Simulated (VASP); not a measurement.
# Ti (Fm-3m) in VASP: single point with LDA

Aim: the single point of Ti with LDA.

Program: VASP 6.6.1. These are calculated values, not measurements. Logs are shortened: lines on timing, memory, paths and dates and some standing lists are left out, and cuts for length are marked.

## 1. The cell of the first run

Symmetry: Fm-3m, No. 225, cubic system. The conventional cell has a = 4.060 Å, b = 4.060 Å, c = 4.060 Å, α = 90.00°, β = 90.00°, γ = 90.00°. Within 3.8 Å of Ti (site symmetry m-3m) lie 12 Ti at 2.87 Å.

## 2. Single point, LDA

Input file INCAR:

```
ALGO = Normal
EDIFF = 1E-6
ENCUT = 500
GGA_COMPAT = F
ISIF = 2
ISMEAR = -1
LASPH = T
LCHARG = F
LREAL = F
LWAVE = F
NBANDS = 12
NELM = 120
PREC = Accurate
SIGMA = 0.05
```

Input file KPOINTS:

```
k-points
0
Gamma
  9 9 9
```

Input file POSCAR:

```
Ti
1.0
    0.0000000000      2.0300000000      2.0300000000
    2.0300000000      0.0000000000      2.0300000000
    2.0300000000      2.0300000000      0.0000000000
Ti
1
Direct
    0.0000000000      0.0000000000      0.0000000000
```

Potentials or basis: VASP PAW LDA potentials, release 64 (Ti_sv).

The run is started by

```
> cat potpaw_LDA.64/Ti_sv/POTCAR > POTCAR
> mpirun -np 1 vasp_std > vasp.out
```

OUTCAR:

```text
EDIFF = 1E-6
   ENCUT = 500
   ISIF = 2
   ISMEAR = -1
   LASPH = T
   LREAL = F
   NELM = 120
   PREC = Accurate

 ion  position               nearest neighbor table
   1  0.000  0.000  0.000-

  LATTYP: Found a face centered cubic cell.
 ALAT       =     4.0600000000

  Lattice vectors:

 A1 = (   0.0000000000,   2.0300000000,   2.0300000000)
 A2 = (   2.0300000000,   0.0000000000,   2.0300000000)
 A3 = (   2.0300000000,   2.0300000000,   0.0000000000)

Analysis of symmetry for initial positions (statically):
=====================================================================
 Subroutine PRICEL returns:
 Original cell was already a primitive cell.

 Routine SETGRP: Setting up the symmetry group for a
 face centered cubic supercell.

 Subroutine GETGRP returns: Found 48 space group operations
 (whereof 48 operations were pure point group operations)
 out of a pool of 48 trial point group operations.

The static configuration has the point symmetry O_h .

Analysis of symmetry for dynamics (positions and initial velocities):
=====================================================================
 Subroutine PRICEL returns:
 Original cell was already a primitive cell.

 Routine SETGRP: Setting up the symmetry group for a
 face centered cubic supercell.

 Subroutine GETGRP returns: Found 48 space group operations
 (whereof 48 operations were pure point group operations)
 out of a pool of 48 trial point group operations.

The dynamic configuration has the point symmetry O_h .

 Subroutine INISYM returns: Found 48 space group operations
 (whereof 48 operations are pure point group operations),
 and found     1 'primitive' translations

----------------------------------------------------------------------------------------

                                     Primitive cell

  volume of cell :      16.7309

  direct lattice vectors                    reciprocal lattice vectors
     0.000000000  2.030000000  2.030000000    -0.246305419  0.246305419  0.246305419
     2.030000000  0.000000000  2.030000000     0.246305419 -0.246305419  0.246305419
     2.030000000  2.030000000  0.000000000     0.246305419  0.246305419 -0.246305419

  length of vectors
     2.870853532  2.870853532  2.870853532     0.426613499  0.426613499  0.426613499

  position of ions in fractional coordinates (direct lattice)
     0.000000000  0.000000000  0.000000000

  ion indices of the primitive-cell ions
   primitive index   ion index
                 1           1

----------------------------------------------------------------------------------------

 KPOINTS: k-points

Automatic generation of k-mesh.
 Grid dimensions read from file:
 generate k-points for:    9    9    9

 Generating k-lattice:

  Cartesian coordinates                     Fractional coordinates (reciprocal lattice)
    -0.027367269  0.027367269  0.027367269     0.111111111  0.000000000  0.000000000
     0.027367269 -0.027367269  0.027367269     0.000000000  0.111111111  0.000000000
     0.027367269  0.027367269 -0.027367269     0.000000000  0.000000000  0.111111111

  Length of vectors
     0.047401500  0.047401500  0.047401500

  Shift w.r.t. Gamma in fractional coordinates (k-lattice)
     0.000000000  0.000000000  0.000000000

 Subroutine IBZKPT returns following result:
 ===========================================

 Found     35 irreducible k-points:

 Following reciprocal coordinates:
            Coordinates               Weight
  0.000000  0.000000  0.000000      1.000000
  0.111111  0.000000  0.000000      8.000000
  0.222222  0.000000  0.000000      8.000000
  0.333333  0.000000  0.000000      8.000000
  0.444444  0.000000  0.000000      8.000000
  0.111111  0.111111  0.000000      6.000000
[... 16 lines left out ...]
 -0.333333  0.333333  0.000000     12.000000
  0.444444  0.444444  0.000000      6.000000
 [... further k-points ...]
   k-points           NKPTS =     35   k-points in BZ     NKDIM =     35   number of bands    NBANDS=     12
   number of dos      NEDOS =    301   number of ions     NIONS =      1
   total plane-waves  NPLWV =  13824
   dimension x,y,z NGX =    24 NGY =   24 NGZ =   24
   dimension x,y,z NGXF=    48 NGYF=   48 NGZF=   48
   ions per type =               1
   NGX,Y,Z   is equivalent  to a cutoff of  13.90, 13.90, 13.90 a.u.
   NGXF,Y,Z  is equivalent  to a cutoff of  27.80, 27.80, 27.80 a.u.
 SYSTEM =  unknown system
   PREC   = accura    normal or accurate (medium, high low for compatibility)
   ISTART =      0    job   : 0-new  1-cont  2-samecut
   ICHARG =      2    charge: 1-file 2-atom 10-const
   ISPIN  =      1    spin polarized calculation?
   LNONCOLLINEAR =      F non collinear calculations
   LSORBIT =      F    spin-orbit coupling
   LASPH  =      T    aspherical Exc in radial PAW
   ENCUT  =  500.0 eV  36.75 Ry    6.06 a.u.   5.23  5.23  5.23*2*pi/ulx,y,z
   NELM   =    120;   NELMIN=  2; NELMDL= -5     # of ELM steps
   EDIFF  = 0.1E-05   stopping-criterion for ELM
   LREAL  =      F    real-space projection
   EDIFFG = 0.1E-04   stopping-criterion for IOM
   NSW    =      0    number of steps for IOM
   IBRION =     -1    ionic relax: 0-MD 1-quasi-New 2-CG
   NFREE  =      0    steps in history (QN), initial steepest desc. (CG)
   ISIF   =      2    stress and relaxation
   ISYM   =      2    0-nonsym 1-usesym 2-fastsym
   POTIM  = 0.5000    time-step for ionic-motion
   TEBEG  =    0.0;   TEEND  =   0.0 temperature during run
   PSTRESS=    0.0 pullay stress
   NELECT =      12.0000    total number of electrons
   NUPDOWN=      -1.0000    fix difference up-down
   EMIN   =  10.00;   EMAX   =-10.00  energy-range for DOS
   EFERMI =   0.00;   METHOD = LEGACY
   ISMEAR =    -1;   SIGMA  =   0.05  broadening in eV -4-tet -1-fermi 0-gaus
   EFERMI_NEDOS =   21; number of points for ismear=-14 and -15
   IALGO  =     38    algorithm
   IMIX   =      4    mixing-type and parameters
     AMIX     =   0.40;   BMIX     =  1.00
     AMIX_MAG =   1.60;   BMIX_MAG =  1.00
  volume/ion in A,a.u.               =      16.73       112.91
  Fermi-wavevector in a.u.,A,eV,Ry     =   1.465421  2.769245 29.217967  2.147460
  Thomas-Fermi vector in A             =   2.581280
   LORBIT       =      0    0 simple, 1 ext, 2 COOP (PROOUT), +10 PAW based schemes
   GGA     = CA    functional components
   LHFCALC =     F    Hartree Fock is set to
   AEXX    =    0.0000 exact exchange contribution
   IVDW    =     0    specifies the selected vdW correction
   LEPSILON=     F    determine dielectric tensor
   LRPA    =     F    only Hartree local field effects (RPA)
 non-spin polarized calculation
  energy-cutoff  :      500.00
  volume of cell :       16.73
 maximum number of plane-waves:       440
 NGX is ok and might be reduce to    24
   NGX = 11   NGY = 11   NGZ = 11

 number of electron      12.0000002 magnetization

 Free energy of the ion-electron system (eV)
  ---------------------------------------------------
  ext. energy  EPLUGINS =         0.00000000
  ---------------------------------------------------
  free energy    TOTEN  =        -8.49067844 eV

  energy without entropy =       -8.47388621  energy(sigma->0) =       -8.48228233

 E-fermi :   8.3962     XC(G=0): -11.9656

 val. band max:        8.3848881529   @ k =  -0.3333   0.3333   0.1111
 cond. band min:       8.4042153919   @ k =  -0.3333   0.2222   0.0000
 fundamental gap:      0.0193272390
 Fermi energy:         8.3962054766

 k-point     1 :       0.0000    0.0000    0.0000
  band No.  band energies     occupation
      1     -47.5822      2.00000
      2     -23.7637      2.00000
      3     -23.7637      2.00000
      4     -23.7637      2.00000
      5       2.2843      2.00000
      6       9.2469      0.00000
      7       9.2469      0.00000
      8       9.2469      0.00000
      9      10.9356      0.00000
     10      10.9356      0.00000
     11      23.9416      0.00000
     12      28.5144      0.00000

 k-point     2 :       0.1111    0.0000    0.0000
  band No.  band energies     occupation
      1     -47.5649      2.00000
      2     -23.8582      2.00000
      3     -23.7754      2.00000
      4     -23.7754      2.00000
      5       2.6924      2.00000
      6       9.0068      0.00001
      7       9.3854      0.00000
      8       9.3854      0.00000
      9      10.8539      0.00000
     10      10.8539      0.00000
     11      24.2191      0.00000
     12      26.2169      0.00000

 k-point     3 :       0.2222    0.0000    0.0000
  band No.  band energies     occupation
      1     -47.5206      2.00000
      2     -24.0933      2.00000
      3     -23.8049      2.00000
      4     -23.8049      2.00000
      5       3.7842      2.00000
      6       8.5362      0.11456
      7       9.5307      0.00000
      8       9.5307      0.00000
      9      10.9198      0.00000
     10      10.9198      0.00000
     11      22.5296      0.00000
     12      24.8931      0.00000
[... 286 lines left out ...]
 k-point    23 :      -0.3333    0.3333    0.0000
  band No.  band energies     occupation
      1     -47.3951      2.00000
      2     -24.2850      2.00000
      3     -24.2776      2.00000
      4     -23.9411      2.00000
      5       7.1094      2.00000
      6       7.2198      2.00000
      7       8.5645      0.06671
      8      10.5829      0.00000
      9      11.6369      0.00000
     10      15.2244      0.00000
     11      17.3533      0.00000
     12      19.3912      0.00000

 k-point    24 :       0.4444    0.4444    0.0000
  band No.  band energies     occupation
      1     -47.3893      2.00000
      2     -24.4689      2.00000
      3     -24.0280      2.00000
      4     -24.0280      2.00000
      5       5.6913      2.00000
      6       6.6168      2.00000
      7      11.1062      0.00000
      8      12.0276      0.00000
      9      12.2412      0.00000
     10      12.2412      0.00000
     11      19.9173      0.00000
     12      20.8019      0.00000

 [... further k-points ...]

------------------------ aborting loop because EDIFF is reached ----------------------------------------

  FORCE on cell =-STRESS in cart. coord.  units (eV):
  Direction    XX          YY          ZZ          XY          YZ          ZX
  --------------------------------------------------------------------------------------
  -------------------------------------------------------------------------------------
  Total       -0.4982658     -0.4982658     -0.4982658      0.0000000      0.0000000      0.0000000
  in kB      -47.7148486    -47.7148486    -47.7148486      0.0000000      0.0000000      0.0000000
  external PRESSURE =     -47.7148486 kB  Pullay stress =       0.0000000 kB

 VOLUME and BASIS-vectors are now :
 -----------------------------------------------------------------------------
  energy-cutoff  :      500.00
  volume of cell :       16.73
      direct lattice vectors                 reciprocal lattice vectors
     0.000000000  2.030000000  2.030000000    -0.246305419  0.246305419  0.246305419
     2.030000000  0.000000000  2.030000000     0.246305419 -0.246305419  0.246305419
     2.030000000  2.030000000  0.000000000     0.246305419  0.246305419 -0.246305419

 POSITION                                       TOTAL-FORCE (eV/Angst)
 -----------------------------------------------------------------------------------
      0.00000      0.00000      0.00000         0.000000      0.000000     -0.000000
 -----------------------------------------------------------------------------------
    total drift:                               -0.000000      0.000000     -0.000000

  FREE ENERGIE OF THE ION-ELECTRON SYSTEM (eV)
  ---------------------------------------------------
  free  energy   TOTEN  =        -8.4906784443 eV

  energy  without entropy=       -8.4738862076  energy(sigma->0) =       -8.48228233
```

Wall time 9.1 s (1 thread of Intel Xeon Platinum 8259CL at 2.50GHz (Skylake/Cascade Lake), shared host); peak memory 0.12 GiB.

Results:

- Free energy: -8.4907 eV
- Pressure: -4.8 GPa
- Band gap on the k mesh: zero (band 6 reaches 9.25 eV, above the bottom of band 7 at 7.93 eV)

Levels at points of the mesh, in eV from the Fermi level:
```tsv
k point	band 2	band 3	band 4	band 5	band 6	band 7	band 8	band 9	band 10	band 11
(0.00, 0.00, 0.00)	-32.16	-32.16	-32.16	-6.11	0.85	0.85	0.85	2.54	2.54	15.55
```
